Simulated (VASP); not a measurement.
# Co2Si (P4/nmm) in VASP: relaxation of cell and atoms with PBE

Aim: the relaxation of cell and atoms of Co2Si with PBE.

Program: VASP 6.6.1. These are calculated values, not measurements. Logs are shortened: lines on timing, memory, paths and dates and some standing lists are left out, and cuts for length are marked.

## 1. The cell of the first run

It takes space group P4/nmm (No. 129, tetragonal). Conventional cell: a = 3.500 Å, b = 3.500 Å, c = 5.630 Å, α = 90.00°, β = 90.00°, γ = 90.00°. Co (site symmetry 4mm) has 5 Si at 2.28 to 2.50 Å and 4 Co at 2.55 Å within 3.0 Å. Co (site symmetry -4m2) has 4 Si at 2.30 Å and 8 Co at 2.47 to 2.55 Å within 3.0 Å. Within 3.0 Å of Si (site symmetry 4mm) lie 9 Co at 2.28 to 2.50 Å.

## 2. Relaxation of cell and atoms, PBE, collinear spin, ferromagnetic start

File INCAR:

```
PREC     = Accurate       # precision mode
ENCUT    = 600            # plane-wave cutoff, eV
EDIFF    = 1E-6           # SCF threshold, eV
ISMEAR   = 0              # smearing method
SIGMA    = 0.2            # smearing width, eV
LREAL    = False          # projectors in reciprocal space
LASPH    = True           # aspherical terms in the spheres
NELM     = 150            # most SCF steps
ALGO     = Normal         # electronic algorithm
ISIF     = 3              # what is computed and relaxed
LWAVE    = False          # write WAVECAR
LCHARG   = False          # write CHGCAR
ISPIN    = 2              # spin polarisation
MAGMOM   = 3 3 3 3 0 0    # initial moments
LORBIT   = 11             # projections on sites
LMAXMIX  = 4              # l up to which the mixer works
GGA      = PE             # functional
IBRION   = 2              # ionic algorithm
NSW      = 36             # ionic steps
EDIFFG   = -0.08          # ionic threshold
```

File KPOINTS:

```
Automatic mesh
0
Gamma
  5 5 3
```

File POSCAR:

```
Co2Si
1.0
    3.5000000000      0.0000000000      0.0000000000
    0.0000000000      3.5000000000      0.0000000000
    0.0000000000      0.0000000000      5.6300000000
Co Si
4 2
Direct
    0.0000000000      0.5000000000      0.3300000000
    0.5000000000      0.0000000000      0.6700000000
    0.5000000000      0.5000000000      0.0000000000
    0.0000000000      0.0000000000      0.0000000000
    0.0000000000      0.5000000000      0.7350000000
    0.5000000000      0.0000000000      0.2650000000
```

Potentials or basis: VASP PAW PBE potentials, release 64 (Co, Si).

Run with:

```console
> cat potpaw_PBE.64/Co/POTCAR potpaw_PBE.64/Si/POTCAR > POTCAR
> mpirun -np 1 vasp_std > vasp.out
```

OUTCAR:

```text
PREC = Accurate
   ENCUT = 600
   EDIFF = 1E-6
   ISMEAR = 0
   LREAL = False
   LASPH = True
   NELM = 150
   ISIF = 3
   ISPIN = 2
   LORBIT = 11
   GGA = PE
   IBRION = 2
   NSW = 36
   EDIFFG = -0.08

 ion  position               nearest neighbor table
   1  0.000  0.500  0.330-   5 2.28   6 2.50   6 2.50   6 2.50   6 2.50   3 2.55   3 2.55   4 2.55
                             4 2.55
   2  0.500  0.000  0.670-   6 2.28   5 2.50   5 2.50   5 2.50   5 2.50   3 2.55   4 2.55   4 2.55
                             3 2.55
   3  0.500  0.500  0.000-   5 2.30   6 2.30   6 2.30   5 2.30   4 2.47   4 2.47   4 2.47   4 2.47
                             1 2.55   2 2.55   2 2.55   1 2.55
   4  0.000  0.000  0.000-   5 2.30   6 2.30   5 2.30   6 2.30   3 2.47   3 2.47   3 2.47   3 2.47
                             2 2.55   1 2.55   2 2.55   1 2.55
   5  0.000  0.500  0.735-   1 2.28   3 2.30   4 2.30   4 2.30   3 2.30   2 2.50   2 2.50   2 2.50
                             2 2.50
   6  0.500  0.000  0.265-   2 2.28   3 2.30   4 2.30   3 2.30   4 2.30   1 2.50   1 2.50   1 2.50
                             1 2.50

  LATTYP: Found a simple tetragonal cell.
 ALAT       =     3.5000000000
 C/A-ratio  =     1.6085714286

  Lattice vectors:

 A1 = (   3.5000000000,   0.0000000000,   0.0000000000)
 A2 = (   0.0000000000,   3.5000000000,   0.0000000000)
 A3 = (   0.0000000000,   0.0000000000,   5.6300000000)

Analysis of symmetry for initial positions (statically):
=====================================================================
 Subroutine PRICEL returns:
 Original cell was already a primitive cell.

 Routine SETGRP: Setting up the symmetry group for a
 simple tetragonal supercell.

 Subroutine GETGRP returns: Found 16 space group operations
 (whereof  8 operations were pure point group operations)
 out of a pool of 16 trial point group operations.

The static configuration has the point symmetry D_2d.
 The point group associated with its full space group is D_4h.

Analysis of symmetry for dynamics (positions and initial velocities):
=====================================================================
 Subroutine PRICEL returns:
 Original cell was already a primitive cell.

 Routine SETGRP: Setting up the symmetry group for a
 simple tetragonal supercell.

 Subroutine GETGRP returns: Found 16 space group operations
 (whereof  8 operations were pure point group operations)
 out of a pool of 16 trial point group operations.

The dynamic configuration has the point symmetry D_2d.
 The point group associated with its full space group is D_4h.

Analysis of structural, dynamic, and magnetic symmetry:
=====================================================================
 Subroutine PRICEL returns:
 Original cell was already a primitive cell.

 Routine SETGRP: Setting up the symmetry group for a
 simple tetragonal supercell.

 Subroutine GETGRP returns: Found 16 space group operations
 (whereof  8 operations were pure point group operations)
 out of a pool of 16 trial point group operations.

The overall configuration has the point symmetry D_2d.
 The point group associated with its full space group is D_4h.

 Subroutine INISYM returns: Found 16 space group operations
 (whereof  8 operations are pure point group operations),
 and found     1 'primitive' translations

----------------------------------------------------------------------------------------

                                     Primitive cell

  volume of cell :      68.9675

  direct lattice vectors                    reciprocal lattice vectors
     3.500000000  0.000000000  0.000000000     0.285714286  0.000000000  0.000000000
     0.000000000  3.500000000  0.000000000     0.000000000  0.285714286  0.000000000
     0.000000000  0.000000000  5.630000000     0.000000000  0.000000000  0.177619893

  length of vectors
     3.500000000  3.500000000  5.630000000     0.285714286  0.285714286  0.177619893

  position of ions in fractional coordinates (direct lattice)
     0.000000000  0.500000000  0.330000000
     0.500000000  0.000000000  0.670000000
     0.500000000  0.500000000  0.000000000
     0.000000000  0.000000000  0.000000000
     0.000000000  0.500000000  0.735000000
     0.500000000  0.000000000  0.265000000

  ion indices of the primitive-cell ions
[... 31 lines left out ...]

 Found     12 irreducible k-points:

 Following reciprocal coordinates:
            Coordinates               Weight
  0.000000  0.000000  0.000000      1.000000
  0.200000  0.000000  0.000000      4.000000
  0.400000  0.000000  0.000000      4.000000
  0.200000  0.200000  0.000000      4.000000
  0.400000  0.200000  0.000000      8.000000
  0.400000  0.400000  0.000000      4.000000
  0.000000  0.000000  0.333333      2.000000
  0.200000  0.000000  0.333333      8.000000
  0.400000  0.000000  0.333333      8.000000
  0.200000  0.200000  0.333333      8.000000
  0.400000  0.200000  0.333333     16.000000
  0.400000  0.400000  0.333333      8.000000
   k-points           NKPTS =     12   k-points in BZ     NKDIM =     12   number of bands    NBANDS=     32
   number of dos      NEDOS =    301   number of ions     NIONS =      6
   total plane-waves  NPLWV =  37632
   dimension x,y,z NGX =    28 NGY =   28 NGZ =   48
   dimension x,y,z NGXF=    56 NGYF=   56 NGZF=   96
   ions per type =               4   2
   NGX,Y,Z   is equivalent  to a cutoff of  13.30, 13.30, 14.17 a.u.
   NGXF,Y,Z  is equivalent  to a cutoff of  26.60, 26.60, 28.35 a.u.
 SYSTEM =  unknown system
   PREC   = accura    normal or accurate (medium, high low for compatibility)
   ISTART =      0    job   : 0-new  1-cont  2-samecut
   ICHARG =      2    charge: 1-file 2-atom 10-const
   ISPIN  =      2    spin polarized calculation?
   LNONCOLLINEAR =      F non collinear calculations
   LSORBIT =      F    spin-orbit coupling
   LASPH  =      T    aspherical Exc in radial PAW
   ENCUT  =  600.0 eV  44.10 Ry    6.64 a.u.   6.99  6.99 11.24*2*pi/ulx,y,z
   NELM   =    150;   NELMIN=  2; NELMDL= -5     # of ELM steps
   EDIFF  = 0.1E-05   stopping-criterion for ELM
   LREAL  =      F    real-space projection
   EDIFFG = -.8E-01   stopping-criterion for IOM
   NSW    =     36    number of steps for IOM
   IBRION =      2    ionic relax: 0-MD 1-quasi-New 2-CG
   NFREE  =      1    steps in history (QN), initial steepest desc. (CG)
   ISIF   =      3    stress and relaxation
   ISYM   =      2    0-nonsym 1-usesym 2-fastsym
   POTIM  = 0.5000    time-step for ionic-motion
   TEBEG  =    0.0;   TEEND  =   0.0 temperature during run
   PSTRESS=    0.0 pullay stress
   NELECT =      44.0000    total number of electrons
   NUPDOWN=      -1.0000    fix difference up-down
   EMIN   =  10.00;   EMAX   =-10.00  energy-range for DOS
   EFERMI =   0.00;   METHOD = LEGACY
   ISMEAR =     0;   SIGMA  =   0.20  broadening in eV -4-tet -1-fermi 0-gaus
   EFERMI_NEDOS =   21; number of points for ismear=-14 and -15
   IALGO  =     38    algorithm
   IMIX   =      4    mixing-type and parameters
     AMIX     =   0.40;   BMIX     =  1.00
     AMIX_MAG =   1.60;   BMIX_MAG =  1.00
  volume/ion in A,a.u.               =      11.49        77.57
  Fermi-wavevector in a.u.,A,eV,Ry     =   1.409324  2.663236 27.023818  1.986195
  Thomas-Fermi vector in A             =   2.531392
   LORBIT       =     11    0 simple, 1 ext, 2 COOP (PROOUT), +10 PAW based schemes
   GGA     = PE    functional components
   LHFCALC =     F    Hartree Fock is set to
   AEXX    =    0.0000 exact exchange contribution
   IVDW    =     0    specifies the selected vdW correction
   LEPSILON=     F    determine dielectric tensor
   LRPA    =     F    only Hartree local field effects (RPA)
 conjugate gradient relaxation of ions
 spin polarized calculation
 Gauss-broadening in eV      SIGMA  =   0.20
  energy-cutoff  :      600.00
  volume of cell :       68.97
 maximum number of plane-waves:      2318
 NGX is ok and might be reduce to    28
   NGX = 13   NGY = 13   NGZ = 23

--------------------------------------- Ionic step        1  -------------------------------------------

 number of electron      44.0000000 magnetization      12.0000000

 number of electron      43.9999970 magnetization       3.3281481

 Free energy of the ion-electron system (eV)
  ---------------------------------------------------
  ext. energy  EPLUGINS =         0.00000000
  ---------------------------------------------------
  free energy    TOTEN  =       -40.84928826 eV

  energy without entropy =      -40.73108668  energy(sigma->0) =      -40.79018747

------------------------ aborting loop because EDIFF is reached ----------------------------------------

  FORCE on cell =-STRESS in cart. coord.  units (eV):
  Direction    XX          YY          ZZ          XY          YZ          ZX
  --------------------------------------------------------------------------------------
  -------------------------------------------------------------------------------------
  Total       -0.3660860     -0.3660860      1.2190474      0.0000000     -0.0000000      0.0000000
  in kB       -8.5045085     -8.5045085     28.3195713      0.0000000     -0.0000000      0.0000000
  external PRESSURE =       3.7701848 kB  Pullay stress =       0.0000000 kB
[... 187 lines left out ...]
--------------------------------------- Ionic step        6  -------------------------------------------

 number of electron      44.0000014 magnetization       3.2010517

 Free energy of the ion-electron system (eV)
  ---------------------------------------------------
  ext. energy  EPLUGINS =         0.00000000
  ---------------------------------------------------
  free energy    TOTEN  =       -40.92017615 eV

  energy without entropy =      -40.78926400  energy(sigma->0) =      -40.85472007

 E-fermi :  10.5187     XC(G=0): -12.7349

 val. band max:       10.5123047160   @ k =   0.4000   0.0000   0.3333
 cond. band min:      10.5195325890   @ k =   0.2000   0.0000   0.0000
 fundamental gap:      0.0072278730
 Fermi energy:        10.5187012470

 spin component 1

 k-point     1 :       0.0000    0.0000    0.0000
  band No.  band energies     occupation
      1      -1.1840      1.00000
      2       1.6912      1.00000
      3       4.0140      1.00000
      4       5.8901      1.00000
      5       6.4734      1.00000
      6       6.4734      1.00000
[... 409 lines left out ...]
     31      16.8204      0.00000
     32      17.7060      0.00000
 Fermi energy:        10.5187012470

 spin component 2

 k-point     1 :       0.0000    0.0000    0.0000
  band No.  band energies     occupation
      1      -1.2140      1.00000
      2       1.6699      1.00000
      3       4.0771      1.00000
      4       6.3365      1.00000
      5       7.0091      1.00000
      6       7.0091      1.00000
[... 442 lines left out ...]
  FREE ENERGIE OF THE ION-ELECTRON SYSTEM (eV)
  ---------------------------------------------------
  free  energy   TOTEN  =       -40.9201761506 eV

  energy  without entropy=      -40.7892639953  energy(sigma->0) =      -40.85472007

 reached required accuracy - stopping structural energy minimisation

 total charge

# of ion       s       p       d       tot
------------------------------------------
    1        0.403   0.459   7.405   8.267
    2        0.403   0.459   7.405   8.267
    3        0.484   0.646   7.448   8.578
    4        0.484   0.646   7.448   8.578
    5        0.750   0.924   0.000   1.674
    6        0.750   0.924   0.000   1.674
--------------------------------------------------
tot          3.274   4.057  29.706  37.037

 magnetization (x)

# of ion       s       p       d       tot
------------------------------------------
    1        0.004  -0.004   0.884   0.883
    2        0.004  -0.004   0.884   0.883
    3       -0.000  -0.008   0.817   0.809
    4       -0.000  -0.008   0.817   0.809
    5       -0.004  -0.034   0.000  -0.038
    6       -0.004  -0.034   0.000  -0.038
--------------------------------------------------
tot         -0.001  -0.092   3.402   3.308
```

It took 3.4 min on 1 thread of AMD EPYC 9R45 (Zen 5), shared host; peak memory 0.21 GiB.

What came out:

```yaml
Free_energy: -40.9202 eV
Relaxed_volume: 11.40 Å³/atom
Relaxed_cell: a = 3.442 Å, b = 3.442 Å, c = 5.773 Å, α = 90.00°, β = 90.00°, γ = 90.00°
Space_group_after_relaxing_to_0.05_Å: P4/nmm (No. 129)
Energy_gained_by_relaxing: 11.8 meV/atom
Ionic_steps: 6
Pressure_after_relaxing: 0.1 GPa
Largest_force_after_relaxing: 0.071 eV/Å
Net_moment: 3.20 μB per cell
Site_moments: Co +0.88, +0.81; Si -0.04 μB
Valence_electrons_inside_the_program's_atomic_spheres: Co 8.27, 8.58; Si 1.67
```

Forces in eV/Å, atoms in the order of the input:
```
Co   0.000  0.000  0.011
Co   0.000  0.000 -0.011
Co   0.000  0.000  0.000
Co   0.000  0.000  0.000
Si   0.000  0.000  0.071
Si   0.000  0.000 -0.071
```

The path:
```csv
step,energy change (eV),largest force (eV/Å),pressure (GPa),volume (Å³)
1,0.0000,0.6066,0.38,68.97
2,-0.0387,0.3279,-1.21,69.23
3,-0.0532,0.2763,-2.91,69.54
4,-0.0693,0.1662,0.32,68.30
5,-0.0693,0.1680,0.35,68.31
6,-0.0709,0.0709,0.08,68.40
```

Final structure:
```cif
data_structure
_symmetry_space_group_name_H-M 'P 1'
_symmetry_Int_Tables_number 1
_cell_length_a 3.4424
_cell_length_b 3.4424
_cell_length_c 5.7725
_cell_angle_alpha 90.000
_cell_angle_beta 90.000
_cell_angle_gamma 90.000
_cell_volume 68.40
loop_
_atom_site_label
_atom_site_type_symbol
_atom_site_fract_x
_atom_site_fract_y
_atom_site_fract_z
_atom_site_occupancy
Co1 Co 0.00000 0.50000 0.34455 1
Co2 Co 0.50000 0.00000 0.65545 1
Co3 Co 0.50000 0.50000 0.00000 1
Co4 Co 0.00000 0.00000 0.00000 1
Si1 Si 0.00000 0.50000 0.73408 1
Si2 Si 0.50000 0.00000 0.26592 1
```

Levels at points of the mesh, in eV from the Fermi level:
Spin up:
| k point | band 20 | band 21 | band 22 | band 23 | band 24 | band 25 | band 26 | band 27 | band 28 | band 29 |
| --- | --- | --- | --- | --- | --- | --- | --- | --- | --- | --- |
| (0.00, 0.00, 0.00) | -0.97 | -0.86 | -0.46 | 0.01 | 0.01 | 0.33 | 4.40 | 4.67 | 4.67 | 6.22 |
Spin down:
| k point | band 16 | band 17 | band 18 | band 19 | band 20 | band 21 | band 22 | band 23 | band 24 | band 25 |
| --- | --- | --- | --- | --- | --- | --- | --- | --- | --- | --- |
| (0.00, 0.00, 0.00) | -1.00 | -0.83 | -0.76 | 0.06 | 0.07 | 0.07 | 0.29 | 0.29 | 0.46 | 1.21 |

Caveat: the k points lie up to 0.37 Å⁻¹ apart in the final cell; the relaxation stopped at a loose force limit of 0.08 eV/Å, so its end isn't a converged minimum.
